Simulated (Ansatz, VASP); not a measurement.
## Two plane-wave programs on SnGeTe3

```xyz
5
Lattice="5.4620 0.0000 0.0000 0.0000 5.4620 0.0000 0.0000 0.0000 5.4620" Properties=species:S:1:pos:R:3 pbc="T T T"
Sn    0.0000    0.0000    0.0000
Ge    2.7310    2.7310    2.7310
Te    0.0000    2.7310    2.7310
Te    2.7310    0.0000    2.7310
Te    2.7310    2.7310    0.0000
```

Change from the starting cell: species swapped into the LuBRh3 type (Pm-3m, No. 221).

Alike in both runs: functional PBE; k mesh 4 × 4 × 4; occupations gaussian, width 0.1 eV; no spin polarisation.

Ansatz relaxed the structure, and its values are those at the end. VASP's run is a single point on that final structure, the one shown.

|  | VASP | Ansatz |
| --- | --- | --- |
| version | VASP 6.6.1 | Ansatz 0.2.0 |
| potentials or method | VASP PAW PBE potentials, release 64 (Sn_d, Ge_d, Te), cutoff 500 eV | scalar-relativistic, plane waves, PAW |
| valence electrons in the cell | 46 | 76 |

VASP gave:

* gap on the k mesh at the Fermi level (eV): none
* pressure (GPa): -0.2

Which values does Ansatz return?

gap on the k mesh at the Fermi level (eV): none; pressure (GPa): -0.1.

A gap of «none» marks a metal or a gap that the smearing closes. VASP's potentials hold 46 valence electrons a cell and Ansatz's 76, so a difference there can come from the potentials and not from the codes.

Neither program's run includes spin-orbit coupling.
